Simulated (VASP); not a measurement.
A run of VASP 6.6.1 is set up as follows.

Contents of INCAR:

```
SYSTEM = Au
ALGO = Normal
EDIFF = 1E-6
ENCUT = 520
GGA = PS
ISIF = 2
ISMEAR = 0
LASPH = .True.
LCHARG = .False.
LREAL = .False.
LWAVE = .False.
NBANDS = 12
NELM = 80
PREC = Accurate
SIGMA = 0.1
```

Contents of KPOINTS:

```
k-points
0
Gamma
  18 18 18
  0 0 0
```

POSCAR

```
Au
1.0
   -1.5534486502      1.5534486502      1.5534486502
    1.5534486502     -1.5534486502      1.5534486502
    1.5534486502      1.5534486502     -1.5534486502
Au
1
Direct
    0.0000000000      0.0000000000      0.0000000000
```

Potentials or basis: VASP PAW PBE potentials, release 64 (Au).

Launch:

```bash
$ cat potpaw_PBE.64/Au/POTCAR > POTCAR
$ mpirun -np 1 vasp_std > vasp.out
```

Q: Estimate the pressure.

A: 31.7 GPa.

Caveat: the PAW data sets were made with another functional, which shifts forces and pressure a little.
